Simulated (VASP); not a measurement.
A run of VASP 6.6.1 is set up as follows.

Contents of INCAR:

```
SYSTEM = Al18Si
ALGO     = Normal         ! electronic algorithm
EDIFF    = 1E-6           ! SCF threshold, eV
EDIFFG   = -0.03          ! ionic threshold
ENCUT    = 520            ! plane-wave cutoff, eV
GGA      = PE             ! functional
IBRION   = 2              ! ionic algorithm
ISIF     = 2              ! what is computed and relaxed
ISMEAR   = 0              ! smearing method
LASPH    = .True.         ! aspherical terms in the spheres
LCHARG   = .False.        ! write CHGCAR
LREAL    = Auto         
LWAVE    = .False.        ! write WAVECAR
NELM     = 80             ! most SCF steps
NSW      = 80             ! ionic steps
PREC     = Accurate       ! precision mode
SIGMA    = 0.15           ! smearing width, eV
```

File KPOINTS:

```
k-points
0
Gamma
  3 2 1
  0 0 0
```

The input POSCAR:

```
Al18Si
1.0
    5.7275650000      0.0000000000      0.0000000000
    4.2956740000      7.4403250000      0.0000000000
    0.0000000000      0.0000000000     16.6765370000
Al Si
18 1
Selective dynamics
Direct
    0.1666667000      0.1111111000      0.0599645000  F F F
    0.6666667000      0.1111111000      0.0599645000  F F F
    0.1666667000      0.4444444000      0.0599645000  F F F
    0.6666667000      0.4444444000      0.0599645000  F F F
    0.1666667000      0.7777778000      0.0599645000  F F F
    0.6666667000      0.7777778000      0.0599645000  F F F
   -0.1666667000      0.2222222000      0.2001776000  T T T
    0.3333333000      0.2222222000      0.2001776000  T T T
   -0.1666667000      0.5555556000      0.2001776000  T T T
    0.3333333000      0.5555556000      0.2001776000  T T T
   -0.1666667000      0.8888889000      0.2001776000  T T T
    0.3333333000      0.8888889000      0.2001776000  T T T
    0.0000000000      0.0000000000      0.3403906000  T T T
    0.5000000000      0.0000000000      0.3403906000  T T T
    0.0000000000      0.3333333000      0.3403906000  T T T
    0.5000000000      0.3333333000      0.3403906000  T T T
    0.0000000000      0.6666667000      0.3403906000  T T T
    0.5000000000      0.6666667000      0.3403906000  T T T
    0.8290709000      0.5491959000      0.4459281000  T T T
```

Potentials or basis: VASP PAW PBE potentials, release 64 (Al, Si).

Command:

```sh
$ cat potpaw_PBE.64/Al/POTCAR potpaw_PBE.64/Si/POTCAR > POTCAR
$ mpirun -np 1 vasp_std > vasp.out
```

**Question.** Predict the band gap on the k mesh.

**Answer.** Zero (bands 29 and 30 overlap by 0.72 eV).

**Question.** Predict the energy gained by relaxing.

**Answer.** 13.4 meV/atom.

Final structure:
```
CELL_PARAMETERS angstrom
5.72757 0.00000 0.00000
4.29567 7.44032 0.00000
0.00000 0.00000 16.67654
ATOMIC_POSITIONS crystal
Al 0.16667 0.11111 0.05996
Al 0.66667 0.11111 0.05996
Al 0.16667 0.44444 0.05996
Al 0.66667 0.44444 0.05996
Al 0.16667 0.77778 0.05996
Al 0.66667 0.77778 0.05996
Al 0.83386 0.22067 0.20012
Al 0.33236 0.22279 0.20011
Al 0.83192 0.55609 0.19917
Al 0.33636 0.55224 0.20064
Al 0.82895 0.89089 0.19969
Al 0.33594 0.88755 0.19953
Al 0.99526 0.00202 0.34312
Al 0.50015 0.00240 0.34333
Al 0.01932 0.30943 0.33921
Al 0.50439 0.32708 0.34481
Al 0.00891 0.67610 0.33867
Al 0.47160 0.68004 0.33850
Si 0.83268 0.55245 0.44048
```

Caveat: the k points lie up to 0.42 Å⁻¹ apart, too coarse for converged energies and pressures of a metal.
